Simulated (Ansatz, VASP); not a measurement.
## One calculation of SnSe, two programs

```xyz
4
Lattice="5.0728 0.0000 0.0000 0.0000 5.0728 0.0000 0.0000 0.0000 4.1058" Properties=species:S:1:pos:R:3 pbc="T T T"
Sn    0.0000    2.5364    1.3111
Sn    2.5364    0.0000    2.7946
Se    2.5364    2.5364    0.0000
Se    0.0000    0.0000    0.0000
```

Alike in both runs: task relaxation of cell and atoms; functional PBEsol; k mesh 8 × 8 × 10; occupations gaussian, width 0.1 eV; no spin polarisation.

|  | VASP | Ansatz |
| --- | --- | --- |
| version | VASP 6.6.1 | Ansatz 0.2.0 |
| potentials or method | VASP PAW PBE potentials, release 64 (Sn_d, Se), cutoff 600 eV | scalar-relativistic, plane waves, PAW |
| valence electrons in the cell | 40 | 60 |

Ansatz gave:

| Item | Value |
| --- | --- |
| gap on the k mesh at the Fermi level, each at its own relaxed structure (eV) | none |
| relaxed volume (Å³/atom) | 26.41 |
| relaxed cell length with the largest relative difference (Å) | 5.073 |

**Question.** Which values does VASP return?

**Answer.** gap on the k mesh at the Fermi level, each at its own relaxed structure (eV): none; relaxed volume (Å³/atom): 26.46; relaxed cell length with the largest relative difference (Å): 5.076.

VASP's potentials were made for PBE, not for PBEsol. A gap of «none» marks a metal or a gap that the smearing closes. VASP's potentials hold 40 valence electrons a cell and Ansatz's 60, so a difference there can come from the potentials and not from the codes.
